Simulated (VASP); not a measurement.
# MgS (F-43m) in VASP: settings compared

MgS is run at these levels: PBE, RPBE+D4, r2SCANh; tasks: single point.

Everything below comes from runs of VASP 6.6.1. Logs are shortened: lines on timing, memory, paths and dates and some standing lists are left out, and cuts for length are marked.

### 1 The cell of the first run

It takes space group F-43m (No. 216, cubic). Conventional cell: a = 5.666 Å, b = 5.666 Å, c = 5.666 Å, α = 90.00°, β = 90.00°, γ = 90.00°. S (site symmetry -43m) has 4 Mg at 2.45 Å within 3.2 Å. Mg (site symmetry -43m) has 4 S at 2.45 Å within 3.2 Å.

### 2 Single point, PBE

INCAR reads:

```
  PREC = Accurate
  ENCUT = 520
  EDIFF = 1E-7
  ISMEAR = 0
  SIGMA = 0.02
  LREAL = F
  LASPH = T
  NELM = 80
  ALGO = Normal
  ISIF = 2
  LWAVE = F
  LCHARG = T
  GGA = PE
  LELF = T
  LVHAR = T
  NBANDS = 11
```

KPOINTS reads:

```
regular mesh
0
Gamma
  8 8 8
```

POSCAR reads:

```
MgS
1.0
    4.0066367900      0.0000000000      0.0000000000
    2.0033183950      3.4698492439      0.0000000000
    2.0033183950      1.1566164146      3.2714052401
S Mg
1 1
Direct
    0.2500000000      0.2500000000      0.2500000000
    0.0000000000      0.0000000000      0.0000000000
```

Potentials or basis: VASP PAW PBE potentials, release 64 (S, Mg).

Launch:

```bash
$ cat potpaw_PBE.64/S/POTCAR potpaw_PBE.64/Mg/POTCAR > POTCAR
$ mpirun -np 1 vasp_std > vasp.out
```

OUTCAR:

```text
PREC = Accurate
   ENCUT = 520
   EDIFF = 1E-7
   ISMEAR = 0
   LREAL = F
   LASPH = T
   NELM = 80
   ISIF = 2
   GGA = PE

 ion  position               nearest neighbor table
   1  0.250  0.250  0.250-   2 2.45   2 2.45   2 2.45   2 2.45
   2  0.000  0.000  0.000-   1 2.45   1 2.45   1 2.45   1 2.45

  LATTYP: Found a face centered cubic cell.
 ALAT       =     5.6662400879

  Lattice vectors:

 A1 = (   4.0066367900,   0.0000000000,   0.0000000000)
 A2 = (   2.0033183950,   3.4698492439,   0.0000000000)
 A3 = (   2.0033183950,   1.1566164146,   3.2714052401)

Analysis of symmetry for initial positions (statically):
=====================================================================
 Subroutine PRICEL returns:
 Original cell was already a primitive cell.

 Routine SETGRP: Setting up the symmetry group for a
 face centered cubic supercell.

 Subroutine GETGRP returns: Found 24 space group operations
 (whereof 24 operations were pure point group operations)
 out of a pool of 48 trial point group operations.

The static configuration has the point symmetry T_d .

Analysis of symmetry for dynamics (positions and initial velocities):
=====================================================================
 Subroutine PRICEL returns:
 Original cell was already a primitive cell.

 Routine SETGRP: Setting up the symmetry group for a
 face centered cubic supercell.

 Subroutine GETGRP returns: Found 24 space group operations
 (whereof 24 operations were pure point group operations)
 out of a pool of 48 trial point group operations.

The dynamic configuration has the point symmetry T_d .

 Subroutine INISYM returns: Found 24 space group operations
 (whereof 24 operations are pure point group operations),
 and found     1 'primitive' translations

----------------------------------------------------------------------------------------

                                     Primitive cell

  volume of cell :      45.4805

  direct lattice vectors                    reciprocal lattice vectors
     4.006636790  0.000000000  0.000000000     0.249585888 -0.144098479 -0.101893012
     2.003318395  3.469849244  0.000000000     0.000000000  0.288196959 -0.101893012
     2.003318395  1.156616415  3.271405240     0.000000000  0.000000000  0.305679036

  length of vectors
     4.006636790  4.006636790  4.006636790     0.305679036  0.305679036  0.305679036

  position of ions in fractional coordinates (direct lattice)
     0.250000000  0.250000000  0.250000000
     0.000000000  0.000000000  0.000000000

  ion indices of the primitive-cell ions
   primitive index   ion index
                 1           1
                 2           2

----------------------------------------------------------------------------------------

 KPOINTS: regular mesh

Automatic generation of k-mesh.
 Grid dimensions read from file:
 generate k-points for:    8    8    8

 Generating k-lattice:

  Cartesian coordinates                     Fractional coordinates (reciprocal lattice)
     0.031198236 -0.018012310 -0.012736626     0.125000000 -0.000000000 -0.000000000
     0.000000000  0.036024620 -0.012736626     0.000000000  0.125000000  0.000000000
     0.000000000  0.000000000  0.038209879     0.000000000  0.000000000  0.125000000

  Length of vectors
     0.038209879  0.038209879  0.038209879

  Shift w.r.t. Gamma in fractional coordinates (k-lattice)
     0.000000000  0.000000000  0.000000000

 Subroutine IBZKPT returns following result:
 ===========================================

 Found     29 irreducible k-points:

 Following reciprocal coordinates:
            Coordinates               Weight
  0.000000  0.000000  0.000000      1.000000
  0.125000  0.000000  0.000000      8.000000
  0.250000  0.000000  0.000000      8.000000
  0.375000 -0.000000 -0.000000      8.000000
  0.500000  0.000000  0.000000      4.000000
  0.125000  0.125000  0.000000      6.000000
[... 16 lines left out ...]
  0.500000  0.250000  0.125000     48.000000
 -0.375000  0.250000  0.125000     24.000000
 [... further k-points ...]
   k-points           NKPTS =     29   k-points in BZ     NKDIM =     29   number of bands    NBANDS=     11
   number of dos      NEDOS =    301   number of ions     NIONS =      2
   total plane-waves  NPLWV =  27000
   dimension x,y,z NGX =    30 NGY =   30 NGZ =   30
   dimension x,y,z NGXF=    60 NGYF=   60 NGZF=   60
   ions per type =               1   1
   NGX,Y,Z   is equivalent  to a cutoff of  12.45, 12.45, 12.45 a.u.
   NGXF,Y,Z  is equivalent  to a cutoff of  24.90, 24.90, 24.90 a.u.
 SYSTEM =  unknown system
   PREC   = accura    normal or accurate (medium, high low for compatibility)
   ISTART =      0    job   : 0-new  1-cont  2-samecut
   ICHARG =      2    charge: 1-file 2-atom 10-const
   ISPIN  =      1    spin polarized calculation?
   LNONCOLLINEAR =      F non collinear calculations
   LSORBIT =      F    spin-orbit coupling
   LASPH  =      T    aspherical Exc in radial PAW
   ENCUT  =  520.0 eV  38.22 Ry    6.18 a.u.   7.45  7.45  7.45*2*pi/ulx,y,z
   NELM   =     80;   NELMIN=  2; NELMDL= -5     # of ELM steps
   EDIFF  = 0.1E-06   stopping-criterion for ELM
   LREAL  =      F    real-space projection
   EDIFFG = 0.1E-05   stopping-criterion for IOM
   NSW    =      0    number of steps for IOM
   IBRION =     -1    ionic relax: 0-MD 1-quasi-New 2-CG
   NFREE  =      0    steps in history (QN), initial steepest desc. (CG)
   ISIF   =      2    stress and relaxation
   ISYM   =      2    0-nonsym 1-usesym 2-fastsym
   POTIM  = 0.5000    time-step for ionic-motion
   TEBEG  =    0.0;   TEEND  =   0.0 temperature during run
   PSTRESS=    0.0 pullay stress
   NELECT =       8.0000    total number of electrons
   NUPDOWN=      -1.0000    fix difference up-down
   EMIN   =  10.00;   EMAX   =-10.00  energy-range for DOS
   EFERMI =   0.00;   METHOD = LEGACY
   ISMEAR =     0;   SIGMA  =   0.02  broadening in eV -4-tet -1-fermi 0-gaus
   EFERMI_NEDOS =   21; number of points for ismear=-14 and -15
   IALGO  =     38    algorithm
   IMIX   =      4    mixing-type and parameters
     AMIX     =   0.40;   BMIX     =  1.00
     AMIX_MAG =   1.60;   BMIX_MAG =  1.00
  volume/ion in A,a.u.               =      22.74       153.46
  Fermi-wavevector in a.u.,A,eV,Ry     =   0.917269  1.733386 11.447692  0.841382
  Thomas-Fermi vector in A             =   2.042218
   LORBIT       =      0    0 simple, 1 ext, 2 COOP (PROOUT), +10 PAW based schemes
   GGA     = PE    functional components
   LHFCALC =     F    Hartree Fock is set to
   AEXX    =    0.0000 exact exchange contribution
   IVDW    =     0    specifies the selected vdW correction
   LEPSILON=     F    determine dielectric tensor
   LRPA    =     F    only Hartree local field effects (RPA)
 non-spin polarized calculation
 Gauss-broadening in eV      SIGMA  =   0.02
  energy-cutoff  :      520.00
  volume of cell :       45.48
 maximum number of plane-waves:      1243
 NGX is ok and might be reduce to    30
   NGX = 15   NGY = 15   NGZ = 15

 number of electron       8.0000001 magnetization

 Free energy of the ion-electron system (eV)
  ---------------------------------------------------
  ext. energy  EPLUGINS =         0.00000000
  ---------------------------------------------------
  free energy    TOTEN  =        -8.47125075 eV

  energy without entropy =       -8.47125075  energy(sigma->0) =       -8.47125075

 E-fermi :   1.1941     XC(G=0):  -8.3810

 val. band max:        1.0483370067   @ k =   0.0000   0.0000   0.0000
 cond. band min:       4.4947732889   @ k =   0.0000   0.0000   0.0000
 fundamental gap:      3.4464362821
 Fermi energy:         1.1940781093

 k-point     1 :       0.0000    0.0000    0.0000
  band No.  band energies     occupation
      1     -10.2111      2.00000
      2       1.0483      2.00000
      3       1.0483      2.00000
      4       1.0483      2.00000
      5       4.4948      0.00000
      6       8.9923      0.00000
      7       8.9923      0.00000
      8       8.9923      0.00000
      9      11.8746      0.00000
     10      11.8746      0.00000
     11      14.7528      0.00000

 k-point     2 :       0.1250    0.0000    0.0000
  band No.  band energies     occupation
      1     -10.1242      2.00000
      2       0.3702      2.00000
      3       0.9953      2.00000
      4       0.9953      2.00000
      5       5.1537      0.00000
      6       8.8019      0.00000
      7       9.1692      0.00000
      8       9.1692      0.00000
      9      11.4184      0.00000
     10      11.4184      0.00000
     11      14.1586      0.00000

 k-point     3 :       0.2500    0.0000    0.0000
  band No.  band energies     occupation
      1      -9.8994      2.00000
      2      -0.7970      2.00000
      3       0.8756      2.00000
      4       0.8756      2.00000
      5       6.0087      0.00000
      6       8.8313      0.00000
      7       9.2068      0.00000
      8       9.2068      0.00000
      9      11.4699      0.00000
     10      11.4699      0.00000
     11      13.2937      0.00000

 k-point     4 :       0.3750   -0.0000   -0.0000
  band No.  band energies     occupation
      1      -9.6481      2.00000
      2      -1.7195      2.00000
      3       0.7658      2.00000
      4       0.7658      2.00000
      5       6.1861      0.00000
      6       8.8532      0.00000
      7       8.8532      0.00000
      8       9.3974      0.00000
      9      12.7636      0.00000
     10      12.7636      0.00000
     11      13.2872      0.00000
[... 239 lines left out ...]
 k-point    22 :       0.3750    0.2500    0.1250
  band No.  band energies     occupation
      1      -9.7254      2.00000
      2      -1.0029      2.00000
      3       0.2095      2.00000
      4       0.6734      2.00000
      5       6.7524      0.00000
      6       7.9703      0.00000
      7       8.6539      0.00000
      8      10.2511      0.00000
      9      10.7680      0.00000
     10      13.4178      0.00000
     11      15.4653      0.00000

 k-point    23 :       0.5000    0.2500    0.1250
  band No.  band energies     occupation
      1      -9.5169      2.00000
      2      -1.5025      2.00000
      3      -0.1379      2.00000
      4       0.4987      2.00000
      5       7.0296      0.00000
      6       7.8139      0.00000
      7       8.9450      0.00000
      8      10.0983      0.00000
      9      11.9012      0.00000
     10      14.5276      0.00000
     11      15.0745      0.00000

 k-point    24 :      -0.3750    0.2500    0.1250
  band No.  band energies     occupation
      1      -9.4243      2.00000
      2      -1.7179      2.00000
      3      -0.2417      2.00000
      4       0.4049      2.00000
      5       7.1064      0.00000
      6       7.5353      0.00000
      7       9.7725      0.00000
      8       9.9089      0.00000
      9      12.4336      0.00000
     10      13.8762      0.00000
     11      15.2090      0.00000

 [... further k-points ...]
[... 5 lines left out ...]
  --------------------------------------------------------------------------------------
  -------------------------------------------------------------------------------------
  Total        0.2248123      0.2248123      0.2248123      0.0000000     -0.0000000     -0.0000000
  in kB        7.9196440      7.9196440      7.9196440      0.0000000     -0.0000000     -0.0000000
  external PRESSURE =       7.9196440 kB  Pullay stress =       0.0000000 kB

 VOLUME and BASIS-vectors are now :
 -----------------------------------------------------------------------------
  energy-cutoff  :      520.00
  volume of cell :       45.48
      direct lattice vectors                 reciprocal lattice vectors
     4.006636790  0.000000000  0.000000000     0.249585888 -0.144098479 -0.101893012
     2.003318395  3.469849244  0.000000000     0.000000000  0.288196959 -0.101893012
     2.003318395  1.156616415  3.271405240     0.000000000  0.000000000  0.305679036

 POSITION                                       TOTAL-FORCE (eV/Angst)
 -----------------------------------------------------------------------------------
      2.00332      1.15662      0.81785         0.000000      0.000000     -0.000000
      0.00000      0.00000      0.00000        -0.000000     -0.000000      0.000000
 -----------------------------------------------------------------------------------
    total drift:                                0.000000      0.000000      0.000000

  FREE ENERGIE OF THE ION-ELECTRON SYSTEM (eV)
  ---------------------------------------------------
  free  energy   TOTEN  =        -8.4712507544 eV

  energy  without entropy=       -8.4712507544  energy(sigma->0) =       -8.47125075
```

Wall time 15 s (1 thread of Intel Xeon 6975P-C, shared host); peak memory 0.17 GiB.

What came out:

```yaml
Free_energy: -8.4713 eV
Pressure: 0.8 GPa
Band_gap_on_the_k_mesh: 3.45 eV, direct
```

A k mesh can miss the band edges. Expect the measured gap to be larger: semilocal functionals such as PBE lack the derivative discontinuity.

(Part 1 of 2 ends here.)
